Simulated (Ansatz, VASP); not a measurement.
## BiTe in VASP and in Ansatz

```
CELL_PARAMETERS angstrom
2.42271 1.39875 3.31729
-2.42271 1.39875 3.31729
0.00000 -2.79750 3.31729
ATOMIC_POSITIONS crystal
Bi 0.50449 0.49986 0.49761
Te 0.99451 0.00737 0.00473
```

Change from the starting cell: atoms moved at random, drawn with an rms of 0.05 Å.

Alike in both runs: task single point; functional PBE; k mesh 7 × 7 × 7; occupations fermi-dirac, width 0.05 eV; no spin polarisation.

|  | VASP | Ansatz |
| --- | --- | --- |
| version | VASP 6.6.1 | Ansatz 0.2.0 |
| potentials or method | VASP PAW PBE potentials, release 64 (Bi_d, Te), cutoff 520 eV | all-electron LAPW, scalar-relativistic |

|  | VASP | Ansatz | Ansatz less VASP |
| --- | --- | --- | --- |
| gap on the k mesh at the Fermi level (eV) | none | none | - |
| pressure (GPa) | 0.1 | 0.2 | +0.07 |
| traceless stress, the component that is largest in VASP (GPa) | -0.09 | -0.09 | -0.003 |
| rms of the force components (eV/Å) | 0.055 | 0.055 | -0.0002 |

Atom by atom the forces differ by 0.000 eV/Å (rms over components). A gap of «none» marks a metal or a gap that the smearing closes. Ansatz ran all-electron here, and VASP with PAW potentials.

Spin-orbit coupling is off throughout.
